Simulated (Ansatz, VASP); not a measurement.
**ZnS: VASP beside Ansatz**

File INCAR:

```
SYSTEM = ZnS
ALGO = Normal
EDIFF = 1E-6
EDIFFG = -0.04
ENCUT = 600
GGA = PE
IBRION = 2
ISIF = 3
ISMEAR = 0
LASPH = .True.
LCHARG = .False.
LREAL = .False.
LWAVE = .False.
NELM = 100
NSW = 90
PREC = Accurate
SIGMA = 0.1
```

Contents of KPOINTS:

```
k-points
0
Gamma
  6 6 4
  0 0 0
```

File POSCAR:

```
ZnS
1.0
    3.6767642109      0.0000000000      0.0000000000
    0.0000000000      3.6767642109      0.0000000000
    0.0000000000      0.0000000000      6.0332629698
Zn S
2 2
Direct
    0.5000000000      0.5000000000      0.2500000000
    0.5000000000      0.5000000000      0.7500000000
    0.0000000000      0.5000000000      0.0000000000
    0.5000000000      0.0000000000      0.5000000000
```

Input for Ansatz:

```yaml
crystal:
  lattice:
    - [3.6767642109, 0.0, 0.0]
    - [0.0, 3.6767642109, 0.0]
    - [0.0, 0.0, 6.0332629698]
  atoms:
    - { symbol: Zn, position: [0.5, 0.5, 0.25] }
    - { symbol: Zn, position: [0.5, 0.5, 0.75] }
    - { symbol: S, position: [0.0, 0.5, 0.0] }
    - { symbol: S, position: [0.5, 0.0, 0.5] }
basis:
  ecutwfc: 420
kpoints:
  mp_grid: { grid: [6, 6, 4] }
hamiltonian:
  xc: pbe
scf:
  occupations: { method: gaussian, width: 0.1 }
  lower_state_search: "off"
output:
  forces: true
  stress: true
  eigenvalues: true
relax:
  adjacent_minimum: "off"
  f_tol: 0.04
  max_steps: 70
  cell: { stress_tol: 0.4 }
```

Change from the starting cell: ordered vacancies on the cation sites of antifluorite (P4_2/mmc, No. 131).

Alike in both runs: task relaxation of cell and atoms; functional PBE; k mesh 6 × 6 × 4; occupations gaussian, width 0.1 eV; no spin polarisation.

|  | VASP | Ansatz |
| --- | --- | --- |
| version | VASP 6.6.1 | Ansatz 0.2.0 |
| potentials or method | VASP PAW PBE potentials, release 64 (Zn, S), cutoff 600 eV | scalar-relativistic, plane waves, PAW |
| valence electrons in the cell | 36 | 36 |

```csv
,VASP,Ansatz,Ansatz less VASP
"gap on the k mesh at the Fermi level, each at its own relaxed structure (eV)",none,none,-
relaxed volume (Å³/atom),20.39,20.39,0.000
relaxed length of the cell vector where the two differ most in proportion (Å),3.677,3.677,0.0000
```

A gap of «none» marks a metal or a gap that the smearing closes.

Noted on VASP's run: the relaxation stopped at its first step, so nothing moved.
